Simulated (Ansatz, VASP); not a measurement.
**Nb: VASP beside Ansatz**

The input INCAR:

```
  PREC = Accurate
  ENCUT = 500
  EDIFF = 1E-7
  ISMEAR = -1
  SIGMA = 0.08
  LREAL = False
  LASPH = True
  NELM = 120
  ALGO = Normal
  ISIF = 3
  LWAVE = False
  LCHARG = False
  GGA = PS
  IBRION = 2
  NSW = 100
  EDIFFG = -0.002
  GGA_COMPAT = False
  NELMIN = 4
```

The input KPOINTS:

```
regular mesh
0
Gamma
  16 16 16
```

Contents of POSCAR:

```
Nb
1.0
   -1.6639500000      1.6639500000      1.6639500000
    1.6639500000     -1.6639500000      1.6639500000
    1.6639500000      1.6639500000     -1.6639500000
Nb
1
Direct
    0.0000000000      0.0000000000      0.0000000000
```

Input for Ansatz:

```yaml
crystal:
  lattice:
    - [-1.66395, 1.66395, 1.66395]
    - [1.66395, -1.66395, 1.66395]
    - [1.66395, 1.66395, -1.66395]
  atoms:
    - { symbol: Nb, position: [0.0, 0.0, 0.0] }
kpoints:
  mp_grid: { grid: [16, 16, 16] }
scf:
  occupations: { method: fermi_dirac, width: 0.08 }
hamiltonian:
  xc: pbesol
  pseudopotentials: { kind: paw }
relax:
  f_tol: 0.002
  max_steps: 80
  cell: {}
output:
  forces: true
  stress: true
```

Alike in both runs: task relaxation of cell and atoms; functional PBEsol; k mesh 16 × 16 × 16; occupations fermi-dirac, width 0.08 eV; no spin polarisation.

|  | VASP | Ansatz |
| --- | --- | --- |
| version | VASP 6.6.1 | Ansatz 0.2.0 |
| potentials or method | VASP PAW PBE potentials, release 64 (Nb_sv) | PAW with Ansatz's default frozen-core files, scalar-relativistic |
| plane-wave cutoff (eV) | 500 | 420 |
| valence electrons in the cell | 13 | 13 |

```tsv
	VASP	Ansatz	Ansatz less VASP
relaxed volume (Å³/atom)	17.48	17.51	+0.030
relaxed cell length with the largest relative difference (Å)	2.832	2.833	+0.0016
```

VASP's potentials were made for PBE, not for PBEsol.
